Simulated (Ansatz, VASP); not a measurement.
**One calculation of AlGaN2, two programs**

```xyz
4
Lattice="3.1880 0.0000 0.0000 0.0000 3.1880 0.0000 0.0000 0.0000 4.3575" Properties=species:S:1:pos:R:3 pbc="T T T"
Al    1.5940    1.5940    2.1787
Ga    0.0000    0.0000    0.0000
N     1.5940    0.0000    3.2170
N     0.0000    1.5940    1.1405
```

Change from the starting cell: strain +0.015 along x and y, -0.015 along z, atoms carried along.

Alike in both runs: task single point; functional r2SCAN; k mesh 8 × 8 × 6; occupations gaussian, width 0.05 eV; no spin polarisation.

|  | VASP | Ansatz |
| --- | --- | --- |
| version | VASP 6.6.1 | Ansatz 0.2.0 |
| potentials or method | VASP PAW PBE potentials, release 64 (Al, Ga_d, N), cutoff 520 eV | scalar-relativistic, plane waves, PAW |
| valence electrons in the cell | 26 | 26 |

Ansatz gave:

```
gap on the k mesh at the Fermi level (eV)                     : 3.27
least direct gap on the mesh (eV)                             : 3.27
pressure (GPa)                                                : -3.4
traceless stress, the component that is largest in VASP (GPa) : 2.61
rms of the force components (eV/Å)                            : 0.016
```

Task: Estimate VASP's values.

Result: gap on the k mesh at the Fermi level (eV): 3.28; least direct gap on the mesh (eV): 3.28; pressure (GPa): -3.1; traceless stress, the component that is largest in VASP (GPa): 2.70; rms of the force components (eV/Å): 0.019.

VASP's potentials were made for PBE, not for r2SCAN. Atom by atom the forces differ by 0.035 eV/Å (rms over components).
